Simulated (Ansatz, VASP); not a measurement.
MnS: VASP beside Ansatz

INCAR

```
SYSTEM = MnS
PREC = Accurate
ENCUT = 520
EDIFF = 1E-6
ISMEAR = 0
SIGMA = 0.05
LREAL = .FALSE.
LASPH = .TRUE.
NELM = 150
ALGO = Normal
ISIF = 2
LWAVE = .FALSE.
LCHARG = .FALSE.
ISPIN = 2
MAGMOM = 5 5 0 0
LORBIT = 11
LMAXMIX = 4
GGA = PE
NBANDS = 31
```

The input KPOINTS:

```
Automatic mesh
0
G
  8 8 8
  0 0 0
```

File POSCAR:

```
MnS
1.0
   -2.8223248450     -2.8223248450      5.6446496900
   -5.6446496900     -2.8223248450      2.8223248450
   -2.8223248450     -5.6446496900      2.8223248450
Mn S
2 2
Direct
    0.0000000000      0.0000000000      0.0000000000
    0.5000000000      0.5000000000      0.5000000000
    0.6250000000     -0.3750000000     -0.3750000000
    1.1250000000      0.1250000000      0.1250000000
```

Input for Ansatz:

```yaml
crystal:
  lattice:
    - [-2.822324845, -2.822324845, 5.64464969]
    - [-5.64464969, -2.822324845, 2.822324845]
    - [-2.822324845, -5.64464969, 2.822324845]
  atoms:
    - { symbol: Mn, position: [0.0, 0.0, 0.0], spin: 5.0 }
    - { symbol: S, position: [0.625, -0.375, -0.375] }
    - { symbol: Mn, position: [0.5, 0.5, 0.5], spin: 5.0 }
    - { symbol: S, position: [1.125, 0.125, 0.125] }
basis:
  ecutwfc: 420
  ecutrho_ratio: 4
kpoints:
  mp_grid: { grid: [8, 8, 8] }
hamiltonian:
  xc: pbe
scf:
  occupations: { method: gaussian, width: 0.05 }
  lower_state_search: "off"
output:
  forces: true
  stress: true
  eigenvalues: true
  populations: true
magnetization:
  spin_polarized: true
```

Alike in both runs: task single point; functional PBE; k mesh 8 × 8 × 8; occupations gaussian, width 0.05 eV; collinear spin.

```csv
,VASP,Ansatz
version,VASP 6.6.1,Ansatz 0.2.0
potentials or method,"VASP PAW PBE potentials, release 64 (Mn_pv, S), cutoff 520 eV","scalar-relativistic, plane waves, PAW"
valence electrons in the cell,38,42
```

```csv
,VASP,Ansatz,Ansatz less VASP
gap on the k mesh at the Fermi level (eV),none,none,-
pressure (GPa),0.1,0.1,-0.04
net moment per atom (μB),2.49,2.49,0.000
size of the moment on the site where the two differ most (μB),4.37,4.22,-0.158
```

Site moments also hang on the region over which each program counts them. A gap of «none» marks a metal or a gap that the smearing closes. VASP's potentials hold 38 valence electrons a cell and Ansatz's 42, so a difference there can come from the potentials and not from the codes.
